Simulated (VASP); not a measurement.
# Bi2Te3 (R-3m) in VASP: further runs, part 2 of 2

VASP 6.6.1.

### 3 Single point, r2SCAN+rVV10

This run uses another cell than the first one, of 34.92 Å³/atom.

Input file POSCAR:

```
Bi2Te3
1.0
    2.1957198825      1.2676994652     10.4536323416
   -2.1957198825      1.2676994652     10.4536323416
    0.0000000000     -2.5353989304     10.4536323416
Bi Te
2 3
Direct
    0.3983600948      0.3983600948      0.3983600948
    0.6016399052      0.6016399052      0.6016399052
    0.2135944935      0.2135944935      0.2135944935
    0.7864055065      0.7864055065      0.7864055065
    0.0000000000      0.0000000000      0.0000000000
```

Input file INCAR.step1:

```
  PREC = Accurate
  ENCUT = 520
  ISMEAR = -1
  SIGMA = 0.02
  LREAL = F
  LASPH = T
  NELM = 80
  NBANDS = 32
  GGA = PE
  ALGO = Normal
  EDIFF = 1E-4
  LWAVE = T
  LCHARG = F
```

Input file INCAR.step2:

```
  PREC = Accurate
  ENCUT = 520
  EDIFF = 1E-6
  ISMEAR = -1
  SIGMA = 0.02
  LREAL = F
  LASPH = T
  NELM = 80
  ALGO = Normal
  ISIF = 2
  LWAVE = F
  LCHARG = F
  METAGGA = R2SCAN
  LMIXTAU = T
  LUSE_VDW = T
  IVDW_NL = 2
  BPARAM = 11.95
  CPARAM = 0.0093
  NBANDS = 32
  ISTART = 1
```

Input file KPOINTS:

```
Automatic mesh
0
Gamma
  6 6 6
```

Potentials or basis: VASP PAW PBE potentials, release 64 (Bi_d, Te).

Started as:

```console
$ cat potpaw_PBE.64/Bi_d/POTCAR potpaw_PBE.64/Te/POTCAR > POTCAR
$ cp INCAR.step1 INCAR
$ mpirun -np 1 vasp_std > vasp.out
$ cp INCAR.step2 INCAR
$ mpirun -np 1 vasp_std > vasp.out
```

OUTCAR:

```text
PREC = Accurate
   ENCUT = 520
   EDIFF = 1E-6
   ISMEAR = -1
   LREAL = F
   LASPH = T
   NELM = 80
   ISIF = 2
   METAGGA = R2SCAN
   IVDW_NL = 2
   BPARAM = 11.95
   ISTART = 1

 ion  position               nearest neighbor table
   1  0.398  0.398  0.398-   4 3.06   4 3.06   4 3.06   5 3.25   5 3.25   5 3.25
   2  0.602  0.602  0.602-   3 3.06   3 3.06   3 3.06   5 3.25   5 3.25   5 3.25
   3  0.214  0.214  0.214-   2 3.06   2 3.06   2 3.06
   4  0.786  0.786  0.786-   1 3.06   1 3.06   1 3.06
[... 1046 lines left out ...]
  --------------------------------------------------------------------------------------
  -------------------------------------------------------------------------------------
  Total        0.2348767      0.2348767      0.2468168      0.0000000      0.0000000      0.0000000
  in kB        2.1554546      2.1554546      2.2650281      0.0000000      0.0000000      0.0000000
  external PRESSURE =       2.1919791 kB  Pullay stress =       0.0000000 kB

 VOLUME and BASIS-vectors are now :
 -----------------------------------------------------------------------------
  energy-cutoff  :      520.00
  volume of cell :      174.59
      direct lattice vectors                 reciprocal lattice vectors
     2.195719883  1.267699465 10.453632342     0.227715750  0.131471750  0.031886843
    -2.195719883  1.267699465 10.453632342    -0.227715750  0.131471750  0.031886843
     0.000000000 -2.535398930 10.453632342     0.000000000 -0.262943499  0.031886843

 POSITION                                       TOTAL-FORCE (eV/Angst)
 -----------------------------------------------------------------------------------
      0.00000      0.00000     12.49293         0.000000     -0.000000     -0.018294
      0.00000      0.00000     18.86797         0.000000     -0.000000      0.018294
      0.00000      0.00000      6.69851         0.000000      0.000000     -0.029684
      0.00000      0.00000     24.66238         0.000000     -0.000000      0.029684
      0.00000      0.00000      0.00000         0.000000      0.000000      0.000000
 -----------------------------------------------------------------------------------
    total drift:                               -0.000000      0.000000     -0.000000

  FREE ENERGIE OF THE ION-ELECTRON SYSTEM (eV)
  ---------------------------------------------------
  free  energy   TOTEN  =      -193.2727647211 eV

  energy  without entropy=     -193.2727647207  energy(sigma->0) =     -193.27276472
```

OSZICAR.step1:

```text
N       E                     dE             d eps       ncg     rms          rms(c)
DAV:   1     0.431179800487E+03    0.43118E+03   -0.21628E+04  2048   0.144E+03
DAV:   2     0.266062106980E+02   -0.40457E+03   -0.38821E+03  2160   0.371E+02
DAV:   3    -0.168208777613E+02   -0.43427E+02   -0.41604E+02  2672   0.135E+02
DAV:   4    -0.185818126362E+02   -0.17609E+01   -0.17562E+01  2304   0.290E+01
DAV:   5    -0.186664133752E+02   -0.84601E-01   -0.84596E-01  3032   0.632E+00    0.701E+00
DAV:   6    -0.183581397945E+02    0.30827E+00   -0.38573E-01  2696   0.480E+00    0.524E+00
DAV:   7    -0.183669421136E+02   -0.88023E-02   -0.24021E-01  2632   0.204E+00    0.140E+00
DAV:   8    -0.183693386234E+02   -0.23965E-02   -0.28175E-02  2280   0.949E-01    0.626E-01
DAV:   9    -0.183693507461E+02   -0.12123E-04   -0.21164E-03  2488   0.350E-01    0.329E-01
DAV:  10    -0.183696757144E+02   -0.32497E-03   -0.95368E-04  1920   0.139E-01    0.672E-02
DAV:  11    -0.183697089795E+02   -0.33265E-04   -0.43019E-05  1424   0.440E-02
   1 F= -.18369709E+02 E0= -.18369709E+02  d E =-.850939E-07
```

Run time: 38 min. Hardware: 1 thread of Intel Xeon 6975P-C (Granite Rapids), shared host; peak memory 2.8 GiB.

Results:

* Free energy: -193.2728 eV
* Pressure: 0.2 GPa
* Largest force: 0.030 eV/Å
* Band gap on the k mesh: 0.66 eV

Forces in eV/Å, atoms in the order of the input:
```
Bi   0.000  0.000 -0.018
Bi   0.000  0.000  0.018
Te   0.000  0.000 -0.030
Te   0.000  0.000  0.030
Te   0.000  0.000  0.000
```

Levels at points of the mesh, in eV from the valence-band top:
```csv
k point,band 22,band 23,band 24,band 25,band 26,band 27
"(0.00, 0.00, 0.00)",-0.86,-0.86,0.00,0.66,0.99,0.99
"(0.50, 0.00, 0.00)",-2.11,-0.96,-0.57,0.95,1.53,2.90
"(0.50, 0.50, 0.00)",-1.76,-1.35,-1.06,1.32,1.64,2.24
"(0.50, 0.50, 0.50)",-1.02,-1.02,-0.28,0.94,1.30,1.30
```

Caveat: the PAW data sets were made with another functional, which shifts forces and pressure a little; spin-orbit coupling is left out, which moves the levels of the heavy elements.

### 4 Relaxation of cell and atoms, PBE+D3(BJ)

This run uses another cell than the first one, of 30.83 Å³/atom.

Input file INCAR:

```
SYSTEM = Bi2Te3
PREC = Accurate ; ENCUT = 600
EDIFF = 1E-7 ; ISMEAR = -1
SIGMA = 0.02 ; LREAL = .FALSE.
LASPH = .TRUE. ; NELM = 80
ALGO = Normal ; ISIF = 3
LWAVE = .FALSE. ; LCHARG = .FALSE.
GGA = PE ; IVDW = 12
IBRION = 2 ; NSW = 80
EDIFFG = -0.005
```

Input file KPOINTS:

```
Automatic mesh
0
G
  6 6 6
  0 0 0
```

Input file POSCAR:

```
Bi2Te3
1.0
    2.1367472000      1.2336515711      9.7451607680
   -2.1367472000      1.2336515711      9.7451607680
    0.0000000000     -2.4673031422      9.7451607680
Bi Te
2 3
Direct
    0.4000000000      0.4000000000      0.4000000000
    0.6000000000      0.6000000000      0.6000000000
    0.2100000000      0.2100000000      0.2100000000
    0.7900000000      0.7900000000      0.7900000000
    0.0000000000      0.0000000000      0.0000000000
```

Started as:

```console
$ cat potpaw_PBE.64/Bi_d/POTCAR potpaw_PBE.64/Te/POTCAR > POTCAR
$ mpirun -np 1 vasp_std > vasp.out
```

It took 47 min on 1 thread of Intel Xeon 6975P-C (Granite Rapids), shared host; peak memory 1.1 GiB.

The run converged. Its results:

* Free energy: -20.5730 eV
* Relaxed volume: 33.62 Å³/atom
* Relaxed cell: a = 10.410 Å, b = 10.410 Å, c = 10.410 Å, α = 24.31°, β = 24.31°, γ = 24.31°
* Space group after relaxing (to 0.1 Å): R-3m (No. 166)
* Energy gained by relaxing: 51.5 meV/atom
* Ionic steps: 12
* Pressure after relaxing: 0.0 GPa
* Largest force after relaxing: 0.005 eV/Å
* Band gap on the k mesh: 0.26 eV
* Dispersion energy per atom: -0.451 eV

Forces on the atoms (eV/Å):
```
Bi   0.000  0.000  0.005
Bi   0.000  0.000 -0.005
Te   0.000  0.000 -0.004
Te   0.000  0.000  0.004
Te   0.000  0.000  0.000
```

Step by step:
| step | energy change (eV) | largest force (eV/Å) | pressure (GPa) | volume (Å³) |
| --- | --- | --- | --- | --- |
| 1 | 0.0000 | 0.7811 | 5.96 | 154.13 |
| 2 | -0.0845 | 0.5639 | -3.55 | 181.16 |
| 3 | -0.2561 | 0.1027 | -0.02 | 168.08 |
| 4 | -0.2561 | 0.0952 | 0.08 | 167.79 |
| 5 | -0.2570 | 0.0545 | 0.06 | 167.94 |
| 6 | -0.2575 | 0.0253 | 0.03 | 168.16 |
| 7 | -0.2576 | 0.0071 | -0.05 | 168.35 |
| 8 | -0.2576 | 0.0099 | -0.04 | 168.32 |
| 9 | -0.2576 | 0.0062 | -0.01 | 168.19 |
| 10 | -0.2576 | 0.0062 | 0.00 | 168.14 |
| 11 | -0.2577 | 0.0068 | 0.00 | 168.12 |
| 12 | -0.2577 | 0.0047 | 0.00 | 168.12 |

Final structure:
```
Bi Te
1.0
     2.19226    1.26570   10.09802
    -2.19226    1.26570   10.09802
     0.00000   -2.53141   10.09802
Bi Te
2 3
Cartesian
  0.0000 0.0000 12.1196
  0.0000 0.0000 18.1744
  0.0000 0.0000 6.3399
  0.0000 0.0000 23.9542
  0.0000 0.0000 0.0000
```

Levels at points of the mesh, in eV from the valence-band top:
```csv
k point,band 22,band 23,band 24,band 25,band 26,band 27
"(0.00, 0.00, 0.00)",-0.90,-0.90,0.00,0.26,0.61,0.61
"(0.50, 0.00, 0.00)",-2.45,-0.93,-0.50,0.56,1.04,2.77
"(0.50, 0.50, 0.00)",-1.82,-1.59,-0.93,0.86,1.52,2.07
"(0.50, 0.50, 0.50)",-1.20,-1.20,-0.44,0.82,1.12,1.12
```

Caveat: spin-orbit coupling is left out, which moves the levels of the heavy elements.

### 5 The runs side by side

| task | level | cell | cutoff (eV) | gap on the mesh (eV) | pressure (GPa) | largest force (eV/Å) |
| --- | --- | --- | --- | --- | --- | --- |
| single point | PBE+D3(BJ) | a = 10.406 Å, angles 24.3°, 5 atoms, atomic positions A | 520 | 0.25 | 0.0 | 0.02 |
| single point | r2SCAN+rVV10 | a = 10.757 Å, angles 23.6°, 5 atoms, atomic positions B | 520 | 0.66 | 0.2 | 0.03 |
| relaxation of cell and atoms | PBE+D3(BJ) | relaxed from a = 10.053 Å, angles 24.5°, 5 atoms, atomic positions C | 600 | 0.26 | 0.0 | - |

Alike in all rows: potentials or basis VASP PAW PBE potentials, release 64 (Bi_d, Te); no spin polarisation; k mesh 6 × 6 × 6; smearing fermi-dirac 0.02 eV.

Caveats: spin-orbit coupling is left out, which moves the levels of the heavy elements; the PAW data sets were made with another functional, which shifts forces and pressure a little (at least some runs).

Absolute energies hang on the potentials; compare differences alone.
